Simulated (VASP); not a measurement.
# Si (I4/mmm) in VASP: further runs

The runs below take Si through single point, with LDA.

Program: VASP 6.6.1. These are calculated values, not measurements. Logs are shortened: lines on timing, memory, paths and dates and some standing lists are left out, and cuts for length are marked.

## Step 1: The cell of the first run

Symmetry: I4/mmm, No. 139, tetragonal system. Conventional cell: a = 3.254 Å, b = 3.254 Å, c = 2.680 Å, α = 90.00°, β = 90.00°, γ = 90.00°. Within 3.5 Å of Si (site symmetry 4/mmm) lie 14 Si at 2.66 to 3.25 Å.

## Step 2: Single point, LDA (strain +0.000 along x and y, +0.015 along z)

Input file INCAR:

```
SYSTEM = Si
ALGO     = Normal         ! electronic algorithm
EDIFF    = 1E-7           ! SCF threshold, eV
ENCUT    = 520            ! plane-wave cutoff, eV
ISIF     = 2              ! what is computed and relaxed
ISMEAR   = 0              ! smearing method
LASPH    = .TRUE.         ! aspherical terms in the spheres
LCHARG   = .TRUE.         ! write CHGCAR
LELF     = .TRUE.         ! ELF
LREAL    = .FALSE.        ! projectors in reciprocal space
LVHAR    = .TRUE.       
LWAVE    = .FALSE.        ! write WAVECAR
NBANDS   = 8              ! bands
NELM     = 60             ! most SCF steps
PREC     = Accurate       ! precision mode
SIGMA    = 0.15           ! smearing width, eV
```

Input file KPOINTS:

```
k-points
0
G
  22 22 22
  0 0 0
```

Input file POSCAR:

```
Si
1.0
   -1.6269149300      1.6269149300      1.3401347978
    1.6269149300     -1.6269149300      1.3401347978
    1.6269149300      1.6269149300     -1.3401347978
Si
1
Direct
    0.0000000000      0.0000000000      0.0000000000
```

Potentials or basis: VASP PAW LDA potentials, release 64 (Si).

Started as:

```sh
cat potpaw_LDA.64/Si/POTCAR > POTCAR
mpirun -np 1 vasp_std > vasp.out
```

OUTCAR:

```text
SYSTEM = Si
   EDIFF = 1E-7
   ENCUT = 520
   ISIF = 2
   ISMEAR = 0
   LASPH = .TRUE.
   LREAL = .FALSE.
   NELM = 60
   PREC = Accurate

 ion  position               nearest neighbor table
   1  0.000  0.000  0.000-

  LATTYP: Found a body centered tetragonal cell.
 ALAT       =     3.2538298600
 C/A-ratio  =     0.8237276412

  Lattice vectors:

 A1 = (  -1.6269149300,   1.6269149300,   1.3401347978)
 A2 = (   1.6269149300,  -1.6269149300,   1.3401347978)
 A3 = (   1.6269149300,   1.6269149300,  -1.3401347978)

Analysis of symmetry for initial positions (statically):
=====================================================================
 Subroutine PRICEL returns:
 Original cell was already a primitive cell.

 Routine SETGRP: Setting up the symmetry group for a
 body centered tetragonal supercell.

 Subroutine GETGRP returns: Found 16 space group operations
 (whereof 16 operations were pure point group operations)
 out of a pool of 16 trial point group operations.

The static configuration has the point symmetry D_4h.

Analysis of symmetry for dynamics (positions and initial velocities):
=====================================================================
 Subroutine PRICEL returns:
 Original cell was already a primitive cell.

 Routine SETGRP: Setting up the symmetry group for a
 body centered tetragonal supercell.

 Subroutine GETGRP returns: Found 16 space group operations
 (whereof 16 operations were pure point group operations)
 out of a pool of 16 trial point group operations.

The dynamic configuration has the point symmetry D_4h.

 Subroutine INISYM returns: Found 16 space group operations
 (whereof 16 operations are pure point group operations),
 and found     1 'primitive' translations

----------------------------------------------------------------------------------------

                                     Primitive cell

  volume of cell :      14.1886

  direct lattice vectors                    reciprocal lattice vectors
    -1.626914930  1.626914930  1.340134798     0.000000000  0.307330144  0.373096797
     1.626914930 -1.626914930  1.340134798     0.307330144  0.000000000  0.373096797
     1.626914930  1.626914930 -1.340134798     0.307330144  0.307330144  0.000000000

  length of vectors
     2.662642607  2.662642607  2.662642607     0.483376703  0.483376703  0.434630458

  position of ions in fractional coordinates (direct lattice)
     0.000000000  0.000000000  0.000000000

  ion indices of the primitive-cell ions
   primitive index   ion index
[... 70 lines left out ...]
   LASPH  =      T    aspherical Exc in radial PAW
   ENCUT  =  520.0 eV  38.22 Ry    6.18 a.u.   4.95  4.95  4.95*2*pi/ulx,y,z
   NELM   =     60;   NELMIN=  2; NELMDL= -5     # of ELM steps
   EDIFF  = 0.1E-06   stopping-criterion for ELM
   LREAL  =      F    real-space projection
   EDIFFG = 0.1E-05   stopping-criterion for IOM
   NSW    =      0    number of steps for IOM
   IBRION =     -1    ionic relax: 0-MD 1-quasi-New 2-CG
   NFREE  =      0    steps in history (QN), initial steepest desc. (CG)
   ISIF   =      2    stress and relaxation
   ISYM   =      2    0-nonsym 1-usesym 2-fastsym
   POTIM  = 0.5000    time-step for ionic-motion
   TEBEG  =    0.0;   TEEND  =   0.0 temperature during run
   PSTRESS=    0.0 pullay stress
   NELECT =       4.0000    total number of electrons
   NUPDOWN=      -1.0000    fix difference up-down
   EMIN   =  10.00;   EMAX   =-10.00  energy-range for DOS
   EFERMI =   0.00;   METHOD = LEGACY
   ISMEAR =     0;   SIGMA  =   0.15  broadening in eV -4-tet -1-fermi 0-gaus
   EFERMI_NEDOS =   21; number of points for ismear=-14 and -15
   IALGO  =     38    algorithm
   IMIX   =      4    mixing-type and parameters
     AMIX     =   0.40;   BMIX     =  1.00
     AMIX_MAG =   1.60;   BMIX_MAG =  1.00
  volume/ion in A,a.u.               =      14.19        95.75
  Fermi-wavevector in a.u.,A,eV,Ry     =   1.073451  2.028528 15.677945  1.152296
  Thomas-Fermi vector in A             =   2.209250
   LORBIT       =      0    0 simple, 1 ext, 2 COOP (PROOUT), +10 PAW based schemes
   GGA     = CA    functional components
   LHFCALC =     F    Hartree Fock is set to
   AEXX    =    0.0000 exact exchange contribution
   IVDW    =     0    specifies the selected vdW correction
   LEPSILON=     F    determine dielectric tensor
   LRPA    =     F    only Hartree local field effects (RPA)
 non-spin polarized calculation
 Gauss-broadening in eV      SIGMA  =   0.15
  energy-cutoff  :      520.00
  volume of cell :       14.19
 maximum number of plane-waves:       394
   NGX =  9   NGY =  9   NGZ =  9

 number of electron       3.9999999 magnetization

 Free energy of the ion-electron system (eV)
  ---------------------------------------------------
  ext. energy  EPLUGINS =         0.00000000
  ---------------------------------------------------
  free energy    TOTEN  =        -5.56423686 eV

  energy without entropy =       -5.55930439  energy(sigma->0) =       -5.56177062

 E-fermi :  10.3425     XC(G=0): -11.3357

 val. band max:       10.3373401109   @ k =  -0.1818  -0.3182   0.1818
 cond. band min:      10.3494461012   @ k =  -0.2273   0.3182   0.0909
 fundamental gap:      0.0121059903
 Fermi energy:        10.3424954979

 k-point     1 :       0.0000    0.0000    0.0000
  band No.  band energies     occupation
      1      -4.2023      2.00000
      2      20.0927      0.00000
      3      20.3988      0.00000
      4      20.3988      0.00000
      5      23.4890      0.00000
      6      23.5855      0.00000
      7      25.1977      0.00000
      8      25.1977      0.00000
[... 243 lines left out ...]
 k-point    24 :      -0.4545    0.0455    0.0000
  band No.  band energies     occupation
      1       1.9344      2.00000
      2       6.6530      2.00000
      3      14.3162      0.00000
      4      16.3376      0.00000
      5      17.9416      0.00000
      6      20.4322      0.00000
      7      29.1590      0.00000
      8      32.0495      0.00000

 [... further k-points ...]
[... 5 lines left out ...]
  --------------------------------------------------------------------------------------
  -------------------------------------------------------------------------------------
  Total       -0.0948875     -0.0948875     -0.2663343      0.0000000     -0.0000000      0.0000000
  in kB      -10.7147316    -10.7147316    -30.0745760      0.0000000     -0.0000000      0.0000000
  external PRESSURE =     -17.1680130 kB  Pullay stress =       0.0000000 kB

 VOLUME and BASIS-vectors are now :
 -----------------------------------------------------------------------------
  energy-cutoff  :      520.00
  volume of cell :       14.19
      direct lattice vectors                 reciprocal lattice vectors
    -1.626914930  1.626914930  1.340134798     0.000000000  0.307330144  0.373096797
     1.626914930 -1.626914930  1.340134798     0.307330144  0.000000000  0.373096797
     1.626914930  1.626914930 -1.340134798     0.307330144  0.307330144  0.000000000

 POSITION                                       TOTAL-FORCE (eV/Angst)
 -----------------------------------------------------------------------------------
      0.00000      0.00000      0.00000         0.000000      0.000000     -0.000000
 -----------------------------------------------------------------------------------
    total drift:                                0.000000     -0.000000     -0.000000

  FREE ENERGIE OF THE ION-ELECTRON SYSTEM (eV)
  ---------------------------------------------------
  free  energy   TOTEN  =        -5.5642368585 eV

  energy  without entropy=       -5.5593043873  energy(sigma->0) =       -5.56177062
```

OSZICAR:

```text
N       E                     dE             d eps       ncg     rms          rms(c)
DAV:   1    -0.298874988581E+01   -0.29887E+01   -0.17973E+03 14520   0.383E+02
DAV:   2    -0.556959398246E+01   -0.25808E+01   -0.24581E+01 19760   0.307E+01
DAV:   3    -0.558552991673E+01   -0.15936E-01   -0.15921E-01 15232   0.254E+00
DAV:   4    -0.558554680774E+01   -0.16891E-04   -0.16892E-04 21744   0.890E-02
DAV:   5    -0.558554681161E+01   -0.38694E-08   -0.40297E-08 15304   0.760E-04    0.291E+00
DAV:   6    -0.557173630799E+01    0.13811E-01   -0.45546E-03 15504   0.286E-01    0.161E+00
DAV:   7    -0.556427829539E+01    0.74580E-02   -0.83329E-03 15648   0.387E-01    0.119E-01
DAV:   8    -0.556423678611E+01    0.41509E-04   -0.26743E-05 19824   0.416E-02    0.177E-02
DAV:   9    -0.556423685853E+01   -0.72421E-07   -0.11511E-07 16912   0.245E-03
   1 F= -.55642369E+01 E0= -.55617706E+01  d E =-.493247E-02
```

stdout:

```text
POSCAR found type information on POSCAR Si
 POSCAR found :  1 types and       1 ions
 scaLAPACK will be used
 LDA part: xc-table for (Slater(with rela. corr.)+CA(PZ))
 , standard interpolation
 POSCAR, INCAR and KPOINTS ok, starting setup
 FFT: planning ... GRIDC
 FFT: planning ... GRID_SOFT
 FFT: planning ... GRID
 WAVECAR not read
 entering main loop
```

Wall time 54 s (1 thread of AMD EPYC 7R43 (Zen 3), shared host); peak memory 0.14 GiB.

Results:

```
Free energy            : -5.5642 eV
Pressure               : -1.7 GPa
Band gap on the k mesh : zero (band 2 reaches 20.26 eV, above the bottom of band 3 at 6.50 eV)
```

Caveat: the cell differs from its parent crystal (strain +0.000 along x and y, +0.015 along z).

## Step 3: Single point, LDA (strain +0.015 along x and y, -0.015 along z)

Input file INCAR:

```
SYSTEM = Si
PREC     = Accurate       ! precision mode
ENCUT    = 520            ! plane-wave cutoff, eV
EDIFF    = 1E-7           ! SCF threshold, eV
ISMEAR   = 0              ! smearing method
SIGMA    = 0.15           ! smearing width, eV
LREAL    = .FALSE.        ! projectors in reciprocal space
LASPH    = .TRUE.         ! aspherical terms in the spheres
NELM     = 100            ! most SCF steps
ALGO     = Normal         ! electronic algorithm
ISIF     = 2              ! what is computed and relaxed
LWAVE    = .FALSE.        ! write WAVECAR
LCHARG   = .FALSE.        ! write CHGCAR
GGA      = CA             ! functional
NBANDS   = 8              ! bands
```

Input file KPOINTS:

```
regular mesh
0
G
  22 22 22
  0 0 0
```

Input file POSCAR:

```
Si
1.0
   -1.6513186540      1.6513186540      1.3005249022
    1.6513186540     -1.6513186540      1.3005249022
    1.6513186540      1.6513186540     -1.3005249022
Si
1
Direct
    0.0000000000      0.0000000000      0.0000000000
```

Potentials or basis: VASP PAW LDA potentials, release 64 (Si).

Started as:

```sh
cat potpaw_LDA.64/Si/POTCAR > POTCAR
mpirun -np 1 vasp_std > vasp.out
```

OUTCAR:

```text
SYSTEM = Si
   PREC = Accurate
   ENCUT = 520
   EDIFF = 1E-7
   ISMEAR = 0
   LREAL = .FALSE.
   LASPH = .TRUE.
   NELM = 100
   ISIF = 2
   GGA = CA

 ion  position               nearest neighbor table
   1  0.000  0.000  0.000-

  LATTYP: Found a body centered tetragonal cell.
 ALAT       =     3.3026373080
 C/A-ratio  =     0.7875674989

  Lattice vectors:

 A1 = (  -1.6513186540,   1.6513186540,   1.3005249022)
 A2 = (   1.6513186540,  -1.6513186540,   1.3005249022)
 A3 = (   1.6513186540,   1.6513186540,  -1.3005249022)

Analysis of symmetry for initial positions (statically):
=====================================================================
 Subroutine PRICEL returns:
 Original cell was already a primitive cell.

 Routine SETGRP: Setting up the symmetry group for a
 body centered tetragonal supercell.

 Subroutine GETGRP returns: Found 16 space group operations
 (whereof 16 operations were pure point group operations)
 out of a pool of 16 trial point group operations.

The static configuration has the point symmetry D_4h.

Analysis of symmetry for dynamics (positions and initial velocities):
=====================================================================
 Subroutine PRICEL returns:
 Original cell was already a primitive cell.

 Routine SETGRP: Setting up the symmetry group for a
 body centered tetragonal supercell.

 Subroutine GETGRP returns: Found 16 space group operations
 (whereof 16 operations were pure point group operations)
 out of a pool of 16 trial point group operations.

The dynamic configuration has the point symmetry D_4h.

 Subroutine INISYM returns: Found 16 space group operations
 (whereof 16 operations are pure point group operations),
 and found     1 'primitive' translations

----------------------------------------------------------------------------------------

                                     Primitive cell

[... 103 lines left out ...]
   ISMEAR =     0;   SIGMA  =   0.15  broadening in eV -4-tet -1-fermi 0-gaus
   EFERMI_NEDOS =   21; number of points for ismear=-14 and -15
   IALGO  =     38    algorithm
   IMIX   =      4    mixing-type and parameters
     AMIX     =   0.40;   BMIX     =  1.00
     AMIX_MAG =   1.60;   BMIX_MAG =  1.00
  volume/ion in A,a.u.               =      14.19        95.73
  Fermi-wavevector in a.u.,A,eV,Ry     =   1.073531  2.028680 15.680297  1.152469
  Thomas-Fermi vector in A             =   2.209333
   LORBIT       =      0    0 simple, 1 ext, 2 COOP (PROOUT), +10 PAW based schemes
   GGA     = CA    functional components
   LHFCALC =     F    Hartree Fock is set to
   AEXX    =    0.0000 exact exchange contribution
   IVDW    =     0    specifies the selected vdW correction
   LEPSILON=     F    determine dielectric tensor
   LRPA    =     F    only Hartree local field effects (RPA)
 non-spin polarized calculation
 Gauss-broadening in eV      SIGMA  =   0.15
  energy-cutoff  :      520.00
  volume of cell :       14.19
 maximum number of plane-waves:       401
   NGX =  9   NGY =  9   NGZ =  9

 number of electron       4.0000000 magnetization

 Free energy of the ion-electron system (eV)
  ---------------------------------------------------
  ext. energy  EPLUGINS =         0.00000000
  ---------------------------------------------------
  free energy    TOTEN  =        -5.56512780 eV

  energy without entropy =       -5.56050711  energy(sigma->0) =       -5.56281746

 E-fermi :  10.3425     XC(G=0): -11.3302

 val. band max:       10.3420485398   @ k =  -0.3182  -0.3182   0.3182
 cond. band min:      10.3435974980   @ k =  -0.2727   0.2727   0.2273
 fundamental gap:      0.0015489582
 Fermi energy:        10.3425287023

 k-point     1 :       0.0000    0.0000    0.0000
  band No.  band energies     occupation
      1      -4.2192      2.00000
      2      19.5111      0.00000
      3      19.8384      0.00000
      4      19.8384      0.00000
      5      22.7682      0.00000
      6      24.2367      0.00000
      7      25.9520      0.00000
      8      25.9520      0.00000
[... 243 lines left out ...]
 k-point    24 :      -0.4545    0.0455    0.0000
  band No.  band energies     occupation
      1       2.0294      2.00000
      2       6.9327      2.00000
      3      14.1121      0.00000
      4      16.1632      0.00000
      5      17.7133      0.00000
      6      20.3671      0.00000
      7      28.7426      0.00000
      8      31.6002      0.00000

 [... further k-points ...]
[... 5 lines left out ...]
  --------------------------------------------------------------------------------------
  -------------------------------------------------------------------------------------
  Total       -0.1441177     -0.1441177     -0.0571513      0.0000000      0.0000000      0.0000000
  in kB      -16.2774952    -16.2774952     -6.4549997      0.0000000      0.0000000      0.0000000
  external PRESSURE =     -13.0033300 kB  Pullay stress =       0.0000000 kB

 VOLUME and BASIS-vectors are now :
 -----------------------------------------------------------------------------
  energy-cutoff  :      520.00
  volume of cell :       14.19
      direct lattice vectors                 reciprocal lattice vectors
    -1.651318654  1.651318654  1.300524902     0.000000000  0.302788319  0.384460151
     1.651318654 -1.651318654  1.300524902     0.302788319  0.000000000  0.384460151
     1.651318654  1.651318654 -1.300524902     0.302788319  0.302788319  0.000000000

 POSITION                                       TOTAL-FORCE (eV/Angst)
 -----------------------------------------------------------------------------------
      0.00000      0.00000      0.00000        -0.000000      0.000000      0.000000
 -----------------------------------------------------------------------------------
    total drift:                               -0.000000     -0.000000      0.000000

  FREE ENERGIE OF THE ION-ELECTRON SYSTEM (eV)
  ---------------------------------------------------
  free  energy   TOTEN  =        -5.5651278044 eV

  energy  without entropy=       -5.5605071137  energy(sigma->0) =       -5.56281746
```

It took 59 s on 1 thread of AMD EPYC 7R43 (Zen 3), shared host; peak memory 0.14 GiB.

Results:

| Property | Result |
| --- | --- |
| Free energy | -5.5651 eV |
| Pressure | -1.3 GPa |
| Band gap on the k mesh | zero (band 2 reaches 19.69 eV, above the bottom of band 3 at 6.91 eV) |

Stress tensor (GPa, compression positive):
```
-1.63  0.00  0.00
 0.00 -1.63  0.00
 0.00  0.00 -0.65
```

Levels at points of the mesh, in eV from the Fermi level:
```
           k point  band 1  band 2  band 3  band 4  band 5
(0.00, 0.00, 0.00)  -14.56    9.17    9.50    9.50   12.43
(0.50, 0.00, 0.00)   -6.27   -5.86    4.64    6.22    6.24
(0.50, 0.50, 0.00)   -8.68   -7.33    9.43   11.67   11.83
(0.50, 0.50, 0.50)   -2.58   -2.58   -2.02    1.17    4.89
```

Caveat: the cell differs from its parent crystal (strain +0.015 along x and y, -0.015 along z).

(Continued in part 2 of 2.)
